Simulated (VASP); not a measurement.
# Si6O11 (a cell with a defect) in VASP: a series of runs

The runs below take Si6O11 (a cell with a defect) through single point, with PBE.

Everything below comes from runs of VASP 6.6.1. Logs are shortened: lines on timing, memory, paths and dates and some standing lists are left out, and cuts for length are marked.

## (1) The cell of the first run

The cell holds a defect, 17 atoms: a = 5.021 Å, b = 5.509 Å, c = 8.696 Å, α = 90.00°, β = 90.00°, γ = 90.00°.

## (2) Single point, PBE

The input, INCAR:

```
PREC = Accurate
ENCUT = 520
EDIFF = 1E-6
ISMEAR = 0
SIGMA = 0.05
LREAL = Auto
LASPH = True
NELM = 80
ALGO = Normal
ISIF = 2
LWAVE = False
LCHARG = False
GGA = PE
NBANDS = 59
NELECT = 88.0
```

The input, KPOINTS:

```
regular mesh
0
Gamma
  4 4 2
```

The input, POSCAR:

```
Si6O11
1.0
   -2.5103274377      4.3480146658      0.0000000000
    0.0000000000      0.0000000000      5.5092660079
    7.5309823132      4.3480146658      0.0000000000
Si O
6 11
Direct
    0.7617495765      0.3333333333      0.2382504235
    0.2617495765      0.3333333333      0.7382504235
    0.9765008470      0.6666666667      0.5000000000
    0.4765008470      0.6666666667      0.0000000000
    0.2617495765      0.0000000000      0.2617495765
    0.7617495765      0.0000000000      0.7617495765
    0.0486521033      0.2055717715      0.2072260374
    0.5486521033      0.2055717715      0.7072260374
    0.7865130045      0.5389051049      0.3720609296
    0.2865130045      0.5389051049      0.8720609296
    0.6648348922      0.8722384382      0.9207130329
    0.2865130045      0.7944282285      0.1279390704
    0.7865130045      0.7944282285      0.6279390704
    0.6648348922      0.4610948951      0.0792869671
    0.1648348922      0.4610948951      0.5792869671
    0.5176413004      0.0827934037      0.3152892804
    0.0486521033      0.1277615618      0.7927739626
```

Potentials or basis: VASP PAW PBE potentials, release 64 (Si, O).

Run with:

```bash
cat potpaw_PBE.64/Si/POTCAR potpaw_PBE.64/O/POTCAR > POTCAR
mpirun -np 1 vasp_std > vasp.out
```

OUTCAR:

```text
PREC = Accurate
   ENCUT = 520
   EDIFF = 1E-6
   ISMEAR = 0
   LREAL = Auto
   LASPH = True
   NELM = 80
   ISIF = 2
   GGA = PE
   NELECT = 88.0

 ion  position               nearest neighbor table
   1  0.762  0.333  0.238-  14 1.63   7 1.63   9 1.63  16 1.96   5 3.12   5 3.12   3 3.12   4 3.12

   2  0.262  0.333  0.738-  15 1.63   8 1.63  17 1.63  10 1.63   6 3.12   6 3.12   4 3.12   3 3.12

   3  0.977  0.667  0.500-  13 1.63   9 1.63  15 1.63   5 3.12   6 3.12   1 3.12   2 3.12
   4  0.477  0.667  0.000-  12 1.63  10 1.63  11 1.63  14 1.63   6 3.12   5 3.12   2 3.12   1 3.12

   5  0.262  0.000  0.262-  16 1.44  12 1.63   7 1.63   3 3.12   4 3.12   1 3.12   1 3.12
   6  0.762  0.000  0.762-  11 1.63  17 1.63  13 1.63   8 1.63   4 3.12   3 3.12   2 3.12   2 3.12

   7  0.049  0.206  0.207-   1 1.63   5 1.63
   8  0.549  0.206  0.707-   2 1.63   6 1.63
   9  0.787  0.539  0.372-   3 1.63   1 1.63
  10  0.287  0.539  0.872-   4 1.63   2 1.63
  11  0.665  0.872  0.921-   6 1.63   4 1.63
  12  0.287  0.794  0.128-   4 1.63   5 1.63
  13  0.787  0.794  0.628-   3 1.63   6 1.63
  14  0.665  0.461  0.079-   1 1.63   4 1.63
  15  0.165  0.461  0.579-   2 1.63   3 1.63
  16  0.518  0.083  0.315-   5 1.44   1 1.96
  17  0.049  0.128  0.793-   6 1.63   2 1.63

  LATTYP: Found a simple orthorhombic cell.
 ALAT       =     5.0206548755
 B/A-ratio  =     1.0973201992
 C/A-ratio  =     1.7320508076

  Lattice vectors:

 A1 = (  -2.5103274377,   4.3480146658,   0.0000000000)
 A2 = (   0.0000000000,   0.0000000000,   5.5092660079)
 A3 = (   7.5309823132,   4.3480146658,   0.0000000000)

Analysis of symmetry for initial positions (statically):
=====================================================================
 Subroutine PRICEL returns:
 Original cell was already a primitive cell.

 Routine SETGRP: Setting up the symmetry group for a
 simple orthorhombic supercell.

 Subroutine GETGRP returns: Found  1 space group operations
 (whereof  1 operations were pure point group operations)
 out of a pool of  8 trial point group operations.

The static configuration has the point symmetry C_1 .

Analysis of symmetry for dynamics (positions and initial velocities):
=====================================================================
 Subroutine PRICEL returns:
 Original cell was already a primitive cell.

 Routine SETGRP: Setting up the symmetry group for a
 simple orthorhombic supercell.

 Subroutine GETGRP returns: Found  1 space group operations
 (whereof  1 operations were pure point group operations)
 out of a pool of  8 trial point group operations.

The dynamic configuration has the point symmetry C_1 .

 Subroutine INISYM returns: Found  1 space group operations
 (whereof  1 operations are pure point group operations),
 and found     1 'primitive' translations

----------------------------------------------------------------------------------------

                                     Primitive cell

  volume of cell :     240.5332

  direct lattice vectors                    reciprocal lattice vectors
    -2.510327438  4.348014666  0.000000000    -0.099588602  0.172492518  0.000000000
     0.000000000  0.000000000  5.509266008     0.000000000  0.000000000  0.181512383
     7.530982313  4.348014666  0.000000000     0.099588602  0.057497506  0.000000000

  length of vectors
     5.020654875  5.509266008  8.696029332     0.199177204  0.181512383  0.114995012

  position of ions in fractional coordinates (direct lattice)
     0.761749577  0.333333333  0.238250423
     0.261749577  0.333333333  0.738250423
     0.976500847  0.666666667  0.500000000
     0.476500847  0.666666667  0.000000000
     0.261749577  0.000000000  0.261749577
     0.761749577  0.000000000  0.761749577
[... 9 lines left out ...]
     0.517641300  0.082793404  0.315289280
     0.048652103  0.127761562  0.792773963

  ion indices of the primitive-cell ions
   primitive index   ion index
                 1           1
                 2           2
                 3           3
                 4           4
                 5           5
                 6           6
[... 9 lines left out ...]
                16          16
                17          17

----------------------------------------------------------------------------------------

 KPOINTS: regular mesh

Automatic generation of k-mesh.
 Grid dimensions read from file:
 generate k-points for:    4    4    2

 Generating k-lattice:

  Cartesian coordinates                     Fractional coordinates (reciprocal lattice)
    -0.024897150  0.043123130  0.000000000     0.250000000  0.000000000  0.000000000
     0.000000000  0.000000000  0.045378096     0.000000000  0.250000000  0.000000000
     0.049794301  0.028748753  0.000000000     0.000000000  0.000000000  0.500000000

  Length of vectors
     0.049794301  0.045378096  0.057497506

  Shift w.r.t. Gamma in fractional coordinates (k-lattice)
     0.000000000  0.000000000  0.000000000

 Subroutine IBZKPT returns following result:
 ===========================================

 Found     20 irreducible k-points:

 Following reciprocal coordinates:
            Coordinates               Weight
  0.000000  0.000000  0.000000      1.000000
  0.250000  0.000000  0.000000      2.000000
  0.500000  0.000000  0.000000      1.000000
  0.000000  0.250000  0.000000      2.000000
  0.250000  0.250000  0.000000      2.000000
  0.250000 -0.250000  0.000000      2.000000
[... 12 lines left out ...]
  0.250000  0.500000  0.500000      2.000000
  0.500000  0.500000  0.500000      1.000000
   k-points           NKPTS =     20   k-points in BZ     NKDIM =     20   number of bands    NBANDS=     59
   number of dos      NEDOS =    301   number of ions     NIONS =     17
   total plane-waves  NPLWV = 117600
   dimension x,y,z NGX =    40 NGY =   42 NGZ =   70
   dimension x,y,z NGXF=    80 NGYF=   84 NGZF=  140
   ions per type =               6  11
   NGX,Y,Z   is equivalent  to a cutoff of  13.24, 12.67, 13.38 a.u.
   NGXF,Y,Z  is equivalent  to a cutoff of  26.49, 25.35, 26.76 a.u.
 SYSTEM =  unknown system
   PREC   = accura    normal or accurate (medium, high low for compatibility)
   ISTART =      0    job   : 0-new  1-cont  2-samecut
   ICHARG =      2    charge: 1-file 2-atom 10-const
   ISPIN  =      1    spin polarized calculation?
   LNONCOLLINEAR =      F non collinear calculations
   LSORBIT =      F    spin-orbit coupling
   LASPH  =      T    aspherical Exc in radial PAW
   ENCUT  =  520.0 eV  38.22 Ry    6.18 a.u.   9.34 10.24 16.17*2*pi/ulx,y,z
   NELM   =     80;   NELMIN=  2; NELMDL= -5     # of ELM steps
   EDIFF  = 0.1E-05   stopping-criterion for ELM
   LREAL  =      T    real-space projection
   EDIFFG = 0.1E-04   stopping-criterion for IOM
   NSW    =      0    number of steps for IOM
   IBRION =     -1    ionic relax: 0-MD 1-quasi-New 2-CG
   NFREE  =      0    steps in history (QN), initial steepest desc. (CG)
   ISIF   =      2    stress and relaxation
   ISYM   =      2    0-nonsym 1-usesym 2-fastsym
   POTIM  = 0.5000    time-step for ionic-motion
   TEBEG  =    0.0;   TEEND  =   0.0 temperature during run
   PSTRESS=    0.0 pullay stress
   NELECT =      88.0000    total number of electrons
   NUPDOWN=      -1.0000    fix difference up-down
   EMIN   =  10.00;   EMAX   =-10.00  energy-range for DOS
   EFERMI =   0.00;   METHOD = LEGACY
   ISMEAR =     0;   SIGMA  =   0.05  broadening in eV -4-tet -1-fermi 0-gaus
   EFERMI_NEDOS =   21; number of points for ismear=-14 and -15
   IALGO  =     38    algorithm
   IMIX   =      4    mixing-type and parameters
     AMIX     =   0.40;   BMIX     =  1.00
     AMIX_MAG =   1.60;   BMIX_MAG =  1.00
  volume/ion in A,a.u.               =      14.15        95.48
  Fermi-wavevector in a.u.,A,eV,Ry     =   1.170875  2.212634 18.652897  1.370949
  Thomas-Fermi vector in A             =   2.307327
   LORBIT       =      0    0 simple, 1 ext, 2 COOP (PROOUT), +10 PAW based schemes
   GGA     = PE    functional components
   LHFCALC =     F    Hartree Fock is set to
   AEXX    =    0.0000 exact exchange contribution
   IVDW    =     0    specifies the selected vdW correction
   LEPSILON=     F    determine dielectric tensor
   LRPA    =     F    only Hartree local field effects (RPA)
 non-spin polarized calculation
 Gauss-broadening in eV      SIGMA  =   0.05
  energy-cutoff  :      520.00
  volume of cell :      240.53
 maximum number of plane-waves:      6512
 NGX is ok and might be reduce to    40
   NGX = 19   NGY = 21   NGZ = 33

 number of electron      87.9999992 magnetization

 Free energy of the ion-electron system (eV)
  ---------------------------------------------------
  ext. energy  EPLUGINS =         0.00000000
  ---------------------------------------------------
  free energy    TOTEN  =      -132.48854370 eV

  energy without entropy =     -132.48034624  energy(sigma->0) =     -132.48444497

 E-fermi :   0.7237     XC(G=0):  -8.5752

 val. band max:        0.7031168072   @ k =   0.0000   0.2500   0.5000
 cond. band min:       0.7641293897   @ k =   0.2500  -0.2500   0.0000
 fundamental gap:      0.0610125825
 Fermi energy:         0.7236560652

 k-point     1 :       0.0000    0.0000    0.0000
  band No.  band energies     occupation
      1     -19.0396      2.00000
      2     -18.5603      2.00000
      3     -18.1234      2.00000
      4     -17.7226      2.00000
      5     -17.6619      2.00000
      6     -17.6186      2.00000
[... 48 lines left out ...]
     55      10.2198      0.00000
     56      10.6412      0.00000

 k-point     2 :       0.2500    0.0000    0.0000
  band No.  band energies     occupation
      1     -18.9390      2.00000
      2     -18.5208      2.00000
      3     -18.1787      2.00000
      4     -17.8488      2.00000
      5     -17.6762      2.00000
      6     -17.5968      2.00000
[... 48 lines left out ...]
     55      10.2284      0.00000
     56      10.6148      0.00000
[... 1001 lines left out ...]
     55      10.1043      0.00000
     56      10.4139      0.00000

 k-point    20 :       0.5000    0.5000    0.5000
  band No.  band energies     occupation
      1     -18.7713      2.00000
      2     -18.5131      2.00000
      3     -18.1622      2.00000
      4     -17.9596      2.00000
      5     -17.7170      2.00000
      6     -17.6498      2.00000
[... 48 lines left out ...]
     55      10.3195      0.00000
     56      10.4262      0.00000
 [bands above 56 left out]

------------------------ aborting loop because EDIFF is reached ----------------------------------------

  FORCE on cell =-STRESS in cart. coord.  units (eV):
  Direction    XX          YY          ZZ          XY          YZ          ZX
  --------------------------------------------------------------------------------------
  -------------------------------------------------------------------------------------
  Total      -21.0625787     -6.0546148    -18.4267408     -0.3815744      2.4278525      5.0425424
  in kB     -140.2965583    -40.3294215   -122.7394016     -2.5416441     16.1717781     33.5880691
  external PRESSURE =    -101.1217938 kB  Pullay stress =       0.0000000 kB

 VOLUME and BASIS-vectors are now :
 -----------------------------------------------------------------------------
  energy-cutoff  :      520.00
  volume of cell :      240.53
      direct lattice vectors                 reciprocal lattice vectors
    -2.510327438  4.348014666  0.000000000    -0.099588602  0.172492518  0.000000000
     0.000000000  0.000000000  5.509266008     0.000000000  0.000000000  0.181512383
     7.530982313  4.348014666  0.000000000     0.099588602  0.057497506  0.000000000

 POSITION                                       TOTAL-FORCE (eV/Angst)
 -----------------------------------------------------------------------------------
     -0.11798      4.34801      1.83642         0.333384     -1.483981     -0.739175
      4.90267      4.34801      1.83642         1.041490      1.385497     -0.205172
      1.31415      6.41985      3.67284         2.797459     -0.423372     -2.665962
     -1.19617      2.07183      3.67284        -1.017371     -0.550494     -0.429900
      1.31415      2.27618      0.00000        -1.966096     -8.138682     -2.030551
      3.82448      6.62420      0.00000         1.107332      0.397750      1.214483
[... 9 lines left out ...]
      1.07499      3.62159      0.45613        -2.595603      9.253012      4.982378
      5.84823      3.65853      0.70387        -0.366810     -0.188400      0.046836
 -----------------------------------------------------------------------------------
    total drift:                                0.003174     -0.002690     -0.001409

  FREE ENERGIE OF THE ION-ELECTRON SYSTEM (eV)
  ---------------------------------------------------
  free  energy   TOTEN  =      -132.4885437002 eV

  energy  without entropy=     -132.4803462398  energy(sigma->0) =     -132.48444497
```

Wall time 15 min (1 thread of Intel Xeon 8259CL, shared host); peak memory 0.43 GiB.

What came out:

```yaml
Free_energy: -132.4885 eV
Largest_force: 10.825 eV/Å
```

Forces in eV/Å, atoms in the order of the input:
```
Si   0.333 -1.484 -0.739
Si   1.041  1.385 -0.205
Si   2.797 -0.423 -2.666
Si  -1.017 -0.550 -0.430
Si  -1.966 -8.139 -2.031
Si   1.107  0.398  1.214
O    1.112  0.084 -0.971
O   -0.269 -0.154 -0.098
O   -0.019  0.370  0.669
O   -0.009  0.021  0.108
O    0.097  0.017 -0.200
O    1.933 -0.277  0.410
O   -1.829 -0.025 -0.157
O    1.050  0.865 -1.167
O   -1.400 -1.152  1.234
O   -2.596  9.253  4.982
O   -0.367 -0.188  0.047
```

Caveat: the k points lie up to 0.36 Å⁻¹ apart; the cell carries a net charge on a neutralising background, which shifts energy and pressure; the cell differs from its parent crystal (atoms taken out, atom 16 moved 0.125 of the way to it and +0.125 Å across, host rigid); the cell is charged against a uniform background, so pressure and absolute levels hang on convention.

## (3) Single point, PBE

The input, INCAR:

```
ALGO     = Normal         # electronic algorithm
EDIFF    = 1E-7           # SCF threshold, eV
ENCUT    = 520            # plane-wave cutoff, eV
GGA      = PE             # functional
ISIF     = 2              # what is computed and relaxed
ISMEAR   = 0              # smearing method
LASPH    = T              # aspherical terms in the spheres
LCHARG   = F              # write CHGCAR
LREAL    = Auto         
LWAVE    = F              # write WAVECAR
NBANDS   = 59             # bands
NELECT   = 88.0         
NELM     = 60             # most SCF steps
PREC     = Accurate       # precision mode
SIGMA    = 0.05           # smearing width, eV
```

The input, KPOINTS:

```
k-points
0
Gamma
  4 4 2
```

Changes to POSCAR since step 2:

```diff
@@ -23,3 +23,3 @@
     0.1648348922      0.4610948951      0.5792869671
-    0.5176413004      0.0827934037      0.3152892804
+    0.4556196948     -0.0071429126      0.3603199161
     0.0486521033      0.1277615618      0.7927739626
```

Potentials or basis: VASP PAW PBE potentials, release 64 (Si, O).

Run with:

```bash
cat potpaw_PBE.64/Si/POTCAR potpaw_PBE.64/O/POTCAR > POTCAR
mpirun -np 1 vasp_std > vasp.out
```

Run time: 16 min. Hardware: 1 thread of Intel Xeon 8259CL, shared host; peak memory 0.43 GiB.

It converged, with:

* Free energy: -128.6453 eV
* Largest force: 25.663 eV/Å

Forces in eV/Å, atoms in the order of the input:
```
Si   -1.692   0.456   1.911
Si    1.052   1.486  -0.386
Si    3.698   0.245  -2.804
Si   -1.071  -1.761   0.523
Si   -7.539 -24.525  -0.523
Si    1.058   0.398   1.406
O     1.211  -0.273  -0.771
O    -0.243  -0.072  -0.093
O    -0.294  -0.145   0.065
O     0.083   0.183   0.054
O     0.296   0.174  -0.378
O     1.129  -0.566   0.556
O    -2.162  -0.005  -0.368
O     1.427   1.340  -1.996
O    -1.583  -1.456   1.436
O     4.982  24.741   1.320
O    -0.352  -0.219   0.051
```

Levels at points of the mesh, in eV from the Fermi level:
```
           k point  band 42  band 43  band 44  band 45  band 46  band 47
(0.00, 0.00, 0.00)    -0.70    -0.49    -0.12    -0.03     2.13     4.82
(0.50, 0.00, 0.00)    -0.85    -0.25    -0.16     0.63     1.83     5.05
(0.00, 0.50, 0.00)    -0.55    -0.45    -0.04     0.51     1.54     4.90
(0.50, 0.50, 0.00)    -0.69    -0.58    -0.51     0.29     2.40     5.00
(0.00, 0.00, 0.50)    -0.70    -0.44    -0.08     0.03     2.09     4.69
(0.50, 0.00, 0.50)    -0.81    -0.27    -0.16     0.57     1.85     5.05
(0.00, 0.50, 0.50)    -0.56    -0.47    -0.03     0.56     1.53     4.89
(0.50, 0.50, 0.50)    -0.66    -0.54    -0.48     0.21     2.41     4.98
```

Caveat: the k points lie up to 0.36 Å⁻¹ apart; the cell carries a net charge on a neutralising background, which shifts energy and pressure; the cell differs from its parent crystal (atoms taken out, atom 16 moved 0.375 of the way to it and +0.375 Å across, host rigid); the cell is charged against a uniform background, so pressure and absolute levels hang on convention.
